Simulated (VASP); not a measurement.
Write the native input for VASP 6.6.1 that does the following.

| Property | Result |
| --- | --- |
| Task | single point |
| Functional | LDA |
| Potentials or basis | VASP PAW PBE potentials, release 64 (Lu) |
| Cutoff | 520 eV |
| k mesh | 6 × 6 × 6 |
| Occupations | gaussian, width 0.05 eV |
| Spin | no spin polarisation |
| Dipole correction | no |
| Further INCAR settings | ALGO = Normal; EDIFF = 1e-06; NBANDS = 18 |

The structure of Lu lies in POSCAR:

```
Lu
1.0
    2.6021274663      0.0000000000      0.0000000000
    0.0000000000      2.6021274663      0.0000000000
    0.0000000000      0.0000000000      2.6021274663
Lu
1
Direct
    0.0000000000      0.0000000000      0.0000000000
```

One way to write it, as run:

INCAR

```
SYSTEM = Lu
PREC = Accurate ; ENCUT = 520
EDIFF = 1E-6 ; ISMEAR = 0
SIGMA = 0.05 ; LREAL = .False.
LASPH = .True. ; NELM = 60
ALGO = Normal ; ISIF = 2
LWAVE = .False. ; LCHARG = .False.
GGA = CA ; NBANDS = 18
```

KPOINTS

```
Automatic mesh
0
Gamma
  6 6 6
  0 0 0
```

Potentials or basis: VASP PAW PBE potentials, release 64 (Lu).

Run with:

```sh
$ cat potpaw_PBE.64/Lu/POTCAR > POTCAR
$ mpirun -np 1 vasp_std > vasp.out
```

Results of the run:

```json
{"Pressure": "41.5 GPa"}
```

Caveat: the k points lie up to 0.40 Å⁻¹ apart; the PAW data sets were made with another functional, which shifts forces and pressure a little.

It took 5.2 s on 1 thread of Intel Xeon 6975P-C (shared host), peak memory 0.13 GiB.
